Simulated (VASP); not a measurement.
# Ga (Im-3m) in VASP: further runs, part 2 of 2

VASP 6.6.1. The steps go on from the part before.

### 5 Single point, LDA

This run uses another cell than the first one, of 17.39 Å³/atom.

INCAR

```
PREC = Accurate
ENCUT = 520
EDIFF = 1E-7
ISMEAR = -1
SIGMA = 0.05
LREAL = False
LASPH = True
NELM = 100
ALGO = Normal
ISIF = 2
LWAVE = False
LCHARG = False
GGA = CA
NBANDS = 12
```

KPOINTS

```
regular mesh
0
Gamma
  16 16 16
```

POSCAR

```
Ga
1.0
   -1.6321008469      1.6321008469      1.6321008469
    1.6321008469     -1.6321008469      1.6321008469
    1.6321008469      1.6321008469     -1.6321008469
Ga
1
Direct
    0.0000000000      0.0000000000      0.0000000000
```

Potentials or basis: VASP PAW LDA potentials, release 64 (Ga_d).

Started as:

```bash
cat potpaw_LDA.64/Ga_d/POTCAR > POTCAR
mpirun -np 1 vasp_std > vasp.out
```

OUTCAR:

```text
PREC = Accurate
   ENCUT = 520
   EDIFF = 1E-7
   ISMEAR = -1
   LREAL = False
   LASPH = True
   NELM = 100
   ISIF = 2
   GGA = CA

 ion  position               nearest neighbor table
   1  0.000  0.000  0.000-

  LATTYP: Found a body centered cubic cell.
 ALAT       =     3.2642016938

  Lattice vectors:

 A1 = (  -1.6321008469,   1.6321008469,   1.6321008469)
 A2 = (   1.6321008469,  -1.6321008469,   1.6321008469)
 A3 = (   1.6321008469,   1.6321008469,  -1.6321008469)

Analysis of symmetry for initial positions (statically):
=====================================================================
 Subroutine PRICEL returns:
 Original cell was already a primitive cell.

 Routine SETGRP: Setting up the symmetry group for a
 body centered cubic supercell.

 Subroutine GETGRP returns: Found 48 space group operations
 (whereof 48 operations were pure point group operations)
 out of a pool of 48 trial point group operations.

The static configuration has the point symmetry O_h .

Analysis of symmetry for dynamics (positions and initial velocities):
=====================================================================
 Subroutine PRICEL returns:
 Original cell was already a primitive cell.

 Routine SETGRP: Setting up the symmetry group for a
 body centered cubic supercell.

 Subroutine GETGRP returns: Found 48 space group operations
 (whereof 48 operations were pure point group operations)
 out of a pool of 48 trial point group operations.

The dynamic configuration has the point symmetry O_h .

 Subroutine INISYM returns: Found 48 space group operations
 (whereof 48 operations are pure point group operations),
 and found     1 'primitive' translations

----------------------------------------------------------------------------------------
[... 108 lines left out ...]
   IALGO  =     38    algorithm
   IMIX   =      4    mixing-type and parameters
     AMIX     =   0.40;   BMIX     =  1.00
     AMIX_MAG =   1.60;   BMIX_MAG =  1.00
  volume/ion in A,a.u.               =      17.39       117.35
  Fermi-wavevector in a.u.,A,eV,Ry     =   1.485784  2.807724 30.035590  2.207554
  Thomas-Fermi vector in A             =   2.599152
   LORBIT       =      0    0 simple, 1 ext, 2 COOP (PROOUT), +10 PAW based schemes
   GGA     = CA    functional components
   LHFCALC =     F    Hartree Fock is set to
   AEXX    =    0.0000 exact exchange contribution
   IVDW    =     0    specifies the selected vdW correction
   LEPSILON=     F    determine dielectric tensor
   LRPA    =     F    only Hartree local field effects (RPA)
 non-spin polarized calculation
  energy-cutoff  :      520.00
  volume of cell :       17.39
 maximum number of plane-waves:       484
 NGX is ok and might be reduce to    24
   NGX = 11   NGY = 11   NGZ = 11

 number of electron      13.0000005 magnetization

 Free energy of the ion-electron system (eV)
  ---------------------------------------------------
  ext. energy  EPLUGINS =         0.00000000
  ---------------------------------------------------
  free energy    TOTEN  =        -3.53496849 eV

  energy without entropy =       -3.52997036  energy(sigma->0) =       -3.53246942

 E-fermi :   6.0873     XC(G=0): -11.7518

 val. band max:        6.0583517222   @ k =  -0.4375   0.5000   0.3125
 cond. band min:       6.0925424099   @ k =   0.2500   0.2500   0.1875
 fundamental gap:      0.0341906877
 Fermi energy:         6.0873263327

 k-point     1 :       0.0000    0.0000    0.0000
  band No.  band energies     occupation
      1      -9.0077      2.00000
      2      -9.0077      2.00000
      3      -9.0077      2.00000
      4      -8.7794      2.00000
      5      -8.7794      2.00000
      6      -5.5933      2.00000
      7      19.4923      0.00000
      8      19.4923      0.00000
      9      19.4923      0.00000
     10      24.1427      0.00000
     11      24.1427      0.00000
     12      24.1427      0.00000
[... 331 lines left out ...]
 k-point    24 :       0.2500    0.1875   -0.0000
  band No.  band energies     occupation
      1      -9.0749      2.00000
      2      -8.9998      2.00000
      3      -8.8154      2.00000
      4      -8.8084      2.00000
      5      -8.7341      2.00000
      6      -1.3457      2.00000
      7       7.5892      0.00000
      8       9.6669      0.00000
      9      14.6060      0.00000
     10      20.9683      0.00000
     11      22.4463      0.00000
     12      26.0762      0.00000

 [... further k-points ...]
[... 5 lines left out ...]
  --------------------------------------------------------------------------------------
  -------------------------------------------------------------------------------------
  Total        0.0118661      0.0118661      0.0118661     -0.0000000      0.0000000      0.0000000
  in kB        1.0932450      1.0932450      1.0932450     -0.0000000      0.0000000      0.0000000
  external PRESSURE =       1.0932450 kB  Pullay stress =       0.0000000 kB

 VOLUME and BASIS-vectors are now :
 -----------------------------------------------------------------------------
  energy-cutoff  :      520.00
  volume of cell :       17.39
      direct lattice vectors                 reciprocal lattice vectors
    -1.632100847  1.632100847  1.632100847     0.000000000  0.306353618  0.306353618
     1.632100847 -1.632100847  1.632100847     0.306353618  0.000000000  0.306353618
     1.632100847  1.632100847 -1.632100847     0.306353618  0.306353618  0.000000000

 POSITION                                       TOTAL-FORCE (eV/Angst)
 -----------------------------------------------------------------------------------
      0.00000      0.00000      0.00000        -0.000000      0.000000     -0.000000
 -----------------------------------------------------------------------------------
    total drift:                               -0.000000      0.000000      0.000000

  FREE ENERGIE OF THE ION-ELECTRON SYSTEM (eV)
  ---------------------------------------------------
  free  energy   TOTEN  =        -3.5349684905 eV

  energy  without entropy=       -3.5299703573  energy(sigma->0) =       -3.53246942
```

Wall time 19 s (1 thread of Intel Xeon Platinum 8488C (Sapphire Rapids), shared host); peak memory 0.15 GiB.

Results:

* Free energy: -3.5350 eV
* Pressure: 0.1 GPa
* Band gap on the k mesh: zero (an odd number of electrons rules out a gap without spin polarisation)

Levels at points of the mesh, in eV from the Fermi level:
| k point | band 3 | band 4 | band 5 | band 6 | band 7 | band 8 | band 9 | band 10 |
| --- | --- | --- | --- | --- | --- | --- | --- | --- |
| (0.00, 0.00, 0.00) | -15.10 | -14.87 | -14.87 | -11.68 | 13.40 | 13.40 | 13.40 | 18.06 |
| (0.50, 0.00, 0.00) | -14.88 | -14.86 | -14.72 | -4.57 | -4.08 | 7.40 | 9.49 | 11.99 |
| (0.50, 0.50, 0.50) | -14.76 | -14.76 | -14.76 | 1.62 | 1.62 | 1.62 | 2.00 | 5.99 |

### 6 Single point, LDA

This run uses another cell than the first one, of 17.39 Å³/atom.

INCAR

```
SYSTEM = Ga
ALGO = Normal
EDIFF = 1E-6
ENCUT = 520
GGA = CA
ISIF = 2
ISMEAR = -1
LASPH = .True.
LCHARG = .False.
LREAL = .False.
LWAVE = .False.
NBANDS = 12
NELM = 100
PREC = Accurate
SIGMA = 0.05
```

KPOINTS

```
k-points
0
Gamma
  16 16 16
  0 0 0
```

POSCAR is that of step 5.

Potentials or basis: VASP PAW LDA potentials, release 64 (Ga_d).

Started as:

```bash
cat potpaw_LDA.64/Ga_d/POTCAR > POTCAR
mpirun -np 1 vasp_std > vasp.out
```

OUTCAR:

```text
SYSTEM = Ga
   EDIFF = 1E-6
   ENCUT = 520
   GGA = CA
   ISIF = 2
   ISMEAR = -1
   LASPH = .True.
   LREAL = .False.
   NELM = 100
   PREC = Accurate

 ion  position               nearest neighbor table
   1  0.000  0.000  0.000-

  LATTYP: Found a body centered cubic cell.
 ALAT       =     3.2642016938

  Lattice vectors:

 A1 = (  -1.6321008469,   1.6321008469,   1.6321008469)
 A2 = (   1.6321008469,  -1.6321008469,   1.6321008469)
 A3 = (   1.6321008469,   1.6321008469,  -1.6321008469)

Analysis of symmetry for initial positions (statically):
[... 529 lines left out ...]
      5      -8.7341      2.00000
      6      -1.3457      2.00000
      7       7.5892      0.00000
      8       9.6669      0.00000
      9      14.6060      0.00000
     10      20.9683      0.00000
     11      22.4463      0.00000
     12      26.0762      0.00000

 [... further k-points ...]
[... 5 lines left out ...]
  --------------------------------------------------------------------------------------
  -------------------------------------------------------------------------------------
  Total        0.0093918      0.0093918      0.0093918      0.0000000      0.0000000     -0.0000000
  in kB        0.8652798      0.8652798      0.8652798      0.0000000      0.0000000     -0.0000000
  external PRESSURE =       0.8652798 kB  Pullay stress =       0.0000000 kB

 VOLUME and BASIS-vectors are now :
 -----------------------------------------------------------------------------
  energy-cutoff  :      520.00
  volume of cell :       17.39
      direct lattice vectors                 reciprocal lattice vectors
    -1.632100847  1.632100847  1.632100847     0.000000000  0.306353618  0.306353618
     1.632100847 -1.632100847  1.632100847     0.306353618  0.000000000  0.306353618
     1.632100847  1.632100847 -1.632100847     0.306353618  0.306353618  0.000000000

 POSITION                                       TOTAL-FORCE (eV/Angst)
 -----------------------------------------------------------------------------------
      0.00000      0.00000      0.00000        -0.000000      0.000000      0.000000
 -----------------------------------------------------------------------------------
    total drift:                               -0.000000      0.000000      0.000000

  FREE ENERGIE OF THE ION-ELECTRON SYSTEM (eV)
  ---------------------------------------------------
  free  energy   TOTEN  =        -3.5349684895 eV

  energy  without entropy=       -3.5299703580  energy(sigma->0) =       -3.53246942
```

stdout:

```text
POSCAR found type information on POSCAR Ga
 POSCAR found :  1 types and       1 ions
 scaLAPACK will be used
 LDA part: xc-table for (Slater(with rela. corr.)+CA(PZ))
 , standard interpolation
 POSCAR, INCAR and KPOINTS ok, starting setup
 FFT: planning ... GRIDC
 FFT: planning ... GRID_SOFT
 FFT: planning ... GRID
 WAVECAR not read
 entering main loop
```

It took 12 s on 1 thread of Intel Xeon Platinum 8488C (Sapphire Rapids), shared host; peak memory 0.14 GiB.

Results:

```
Free energy            : -3.5350 eV
Pressure               : 0.1 GPa
Band gap on the k mesh : zero (an odd number of electrons rules out a gap without spin polarisation)
```

### 7 The runs side by side

```csv
cell,gap on the mesh (eV),pressure (GPa)
"a = 2.667 Å, angles 109.5°, 1 atom",none,17.1
"a = 2.749 Å, angles 109.5°, 1 atom",none,6.6
"a = 2.827 Å, angles 109.5°, 1 atom",none,0.1
```

Alike in all rows: task single point; level LDA; potentials or basis VASP PAW LDA potentials, release 64 (Ga_d); no spin polarisation; k mesh 16 × 16 × 16; cutoff (eV) 520; smearing fermi-dirac 0.05 eV.

Caveats: the cell stands under pressure (at least some runs).

Total energies depend on the potentials used, so only differences within one code and one set of settings carry meaning.
